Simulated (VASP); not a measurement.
Set up this calculation in VASP 6.6.1, as the native input.

```
Task                   : single point
Functional             : PBE
Potentials or basis    : VASP PAW PBE potentials, release 64 (Ni, Pd, Os, Pt)
Cutoff                 : 520 eV
k mesh                 : 5 × 4 × 4
Occupations            : gaussian, width 0.1 eV
Spin                   : no spin polarisation
Dipole correction      : no
Further INCAR settings : ALGO = Fast; EDIFF = 1e-06; NBANDS = 64; ISYM = 0
```

The structure of NiOs8PdPt2 lies in POSCAR:

```
NiOs8PdPt2
1.0
    4.1221410924      2.3782902274     -0.0014380398
    0.0030262065      4.7487975734      4.4121251867
    4.1057183927     -2.3525199220      4.3912588289
Ni Pd Os Pt
1 1 8 2
Direct
    0.9545900119      0.0345524369      0.7153744299
    0.5372509171      0.7983598563      0.4571239734
    0.0387895829      0.2924500212      0.9537279864
    0.0479593368      0.6280915620      0.6254505649
    0.0437723686      0.9470937630      0.2878157459
    0.5514916792      0.1230165583      0.1266650575
    0.9554993236      0.7142830705      0.0300878603
    0.4562559194      0.5398282894      0.2095306733
    0.4523433800      0.8890158725      0.8797494312
    0.4481585821      0.2091406976      0.5434822877
    0.5398337131      0.4582272545      0.7958927891
    0.9648863264      0.3655796269      0.3711259981
```

The input as run:

INCAR

```
SYSTEM = NiOs8PdPt2
PREC     = Accurate       ! precision mode
ENCUT    = 520            ! plane-wave cutoff, eV
EDIFF    = 1E-6           ! SCF threshold, eV
ISMEAR   = 0              ! smearing method
SIGMA    = 0.1            ! smearing width, eV
LREAL    = .False.        ! projectors in reciprocal space
LASPH    = .True.         ! aspherical terms in the spheres
NELM     = 80             ! most SCF steps
ALGO     = Fast           ! electronic algorithm
ISIF     = 2              ! what is computed and relaxed
LWAVE    = .False.        ! write WAVECAR
LCHARG   = .True.         ! write CHGCAR
GGA      = PE             ! functional
LELF     = .True.         ! ELF
LVHAR    = .True.       
ISYM     = 0            
NBANDS   = 64             ! bands
```

KPOINTS

```
Automatic mesh
0
Gamma
  5 4 4
  0 0 0
```

Potentials or basis: VASP PAW PBE potentials, release 64 (Ni, Pd, Os, Pt).

The run is started by

```bash
$ cat potpaw_PBE.64/Ni/POTCAR potpaw_PBE.64/Pd/POTCAR potpaw_PBE.64/Os/POTCAR potpaw_PBE.64/Pt/POTCAR > POTCAR
$ mpirun -np 1 vasp_std > vasp.out
```

Results of the run:

```yaml
Pressure: -0.4 GPa
Largest_force: 0.041 eV/Å
Band_gap_on_the_k_mesh: zero (bands 52 and 53 overlap by 0.39 eV)
```

Caveat: spin-orbit coupling is left out, which moves the levels of the heavy elements.

Run time: 17 min on 1 thread of Intel(R) Xeon(R) Platinum 8259CL CPU @ 2.50GHz (Skylake/Cascade Lake), with other jobs on the host, peak memory 0.57 GiB.
